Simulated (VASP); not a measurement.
A run of VASP 6.6.1:

File INCAR:

```
ALGO = Normal ; EDIFF = 1E-6
ENCUT = 520 ; GGA = PE
ISIF = 2 ; ISMEAR = 0
LASPH = True ; LCHARG = False
LREAL = False ; LWAVE = False
NBANDS = 16 ; NELM = 60
PREC = Accurate ; SIGMA = 0.01
```

Contents of KPOINTS:

```
k-points
0
Gamma
  6 6 2
```

POSCAR

```
Te
1.0
    4.4710056865      0.0000000000      0.0000000000
   -2.2355028432      3.8720045050      0.0000000000
    0.0000000000      0.0000000000      5.9489928227
Te
3
Direct
    0.2641987639      0.0000000000      0.3333333333
    0.0000000000      0.2641987639      0.6666666667
    0.7358012361      0.7358012361      0.0000000000
```

Potentials or basis: VASP PAW PBE potentials, release 64 (Te).

Command:

```sh
$ cat potpaw_PBE.64/Te/POTCAR > POTCAR
$ mpirun -np 1 vasp_std > vasp.out
```

Hardware: 1 thread of Intel(R) Xeon(R) Platinum 8488C (Sapphire Rapids), on a shared host.

Question: Estimate the wall time of this run.

Answer: It took 16 s on 1 thread of Intel(R) Xeon(R) Platinum 8488C (Sapphire Rapids), on a shared host, peak memory 0.23 GiB. Counts: scf iterations 12, k points 14.
